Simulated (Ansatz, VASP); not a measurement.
One calculation of Ag, two programs

File INCAR:

```
PREC     = Accurate       # precision mode
ENCUT    = 520            # plane-wave cutoff, eV
EDIFF    = 1E-6           # SCF threshold, eV
ISMEAR   = 0              # smearing method
SIGMA    = 0.15           # smearing width, eV
LREAL    = False          # projectors in reciprocal space
LASPH    = True           # aspherical terms in the spheres
NELM     = 80             # most SCF steps
ALGO     = Normal         # electronic algorithm
ISIF     = 2              # what is computed and relaxed
LWAVE    = False          # write WAVECAR
LCHARG   = False          # write CHGCAR
GGA      = PE             # functional
NBANDS   = 12             # bands
```

Contents of KPOINTS:

```
Automatic mesh
0
Gamma
  20 20 20
```

File POSCAR:

```
Ag
1.0
    0.0000000000      2.2065480000      2.2065480000
    2.2065480000      0.0000000000      2.2065480000
    2.2065480000      2.2065480000      0.0000000000
Ag
1
Direct
    0.0000000000      0.0000000000      0.0000000000
```

Input for Ansatz:

```yaml
crystal:
  lattice:
    - [0.0, 2.206548, 2.206548]
    - [2.206548, 0.0, 2.206548]
    - [2.206548, 2.206548, 0.0]
  atoms:
    - { symbol: Ag, position: [0.0, 0.0, 0.0] }
basis:
  ecutwfc: 420
kpoints:
  mp_grid: { grid: [20, 20, 20] }
hamiltonian:
  xc: pbe
scf:
  occupations: { method: gaussian, width: 0.15 }
output:
  forces: true
  stress: true
  eigenvalues: true
  write_density: true
  write_potential: true
  elf: true
  volumetric_format: npy
```

Change from the starting cell: strain +0.080 along x and y, +0.080 along z, atoms carried along.

Alike in both runs: task single point; functional PBE; k mesh 20 × 20 × 20; occupations gaussian, width 0.15 eV; no spin polarisation.

|  | VASP | Ansatz |
| --- | --- | --- |
| version | VASP 6.6.1 | Ansatz 0.2.0 |
| potentials or method | VASP PAW PBE potentials, release 64 (Ag), cutoff 520 eV | scalar-relativistic, plane waves, PAW |
| valence electrons in the cell | 11 | 19 |

```csv
,VASP,Ansatz,Ansatz less VASP
gap on the k mesh at the Fermi level (eV),none,none,-
pressure (GPa),-9.9,-9.9,0.00
```

A gap of «none» marks a metal or a gap that the smearing closes. VASP's potentials hold 11 valence electrons a cell and Ansatz's 19, so a difference there can come from the potentials and not from the codes.
